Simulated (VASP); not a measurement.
Si2Mo, 9 atoms in the cell. The structure is orthorhombic, space group C222 (No. 21). The conventional cell has a = 4.483 Å, b = 8.082 Å, c = 6.567 Å, α = 90.00°, β = 90.00°, γ = 90.00°. Within 3.4 Å of Si (site symmetry 1) lie 9 Si at 2.54 to 3.21 Å and 5 Mo at 2.55 to 2.68 Å. Si (site symmetry 2) has 9 Si at 2.54 to 3.21 Å and 5 Mo at 2.56 to 2.71 Å within 3.4 Å. Within 3.4 Å of Mo (site symmetry 222) lie 10 Si at 2.55 to 2.71 Å and 4 Mo at 3.18 Å. Within 3.4 Å of Mo (site symmetry 2) lie 10 Si at 2.56 to 2.68 Å and 4 Mo at 3.13 to 3.18 Å.  This cell differs from its parent crystal: strain -0.0200 x Voigt [1, -1, 0, 0, 0, 0].

| Quantity | Value |
| --- | --- |
| Program | VASP 6.6.1 |
| Task | single point |
| Functional | PBEsol |
| Potentials or basis | VASP PAW PBE potentials, release 64 (Si, Mo_sv) |
| Cutoff | 520 eV |
| k mesh | 12 × 12 × 6 |
| Occupations | gaussian, width 0.15 eV |
| Spin | no spin polarisation |
| Dipole correction | no |
| Further INCAR settings | ALGO = Normal; EDIFF = 1e-06; NBANDS = 43 |

Potentials or basis: VASP PAW PBE potentials, release 64 (Si, Mo_sv).

Command:

```console
$ cat potpaw_PBE.64/Si/POTCAR potpaw_PBE.64/Mo_sv/POTCAR > POTCAR
$ mpirun -np 1 vasp_std > vasp.out
```

Hardware: 1 thread of Intel(R) Xeon(R) 6975P-C (Granite Rapids) (shared host).

Task: Estimate the wall time of this run.

Result: It took 6.3 min on 1 thread of Intel(R) Xeon(R) 6975P-C (Granite Rapids) (shared host), peak memory 0.72 GiB. Counts: scf iterations 14, k points 172.
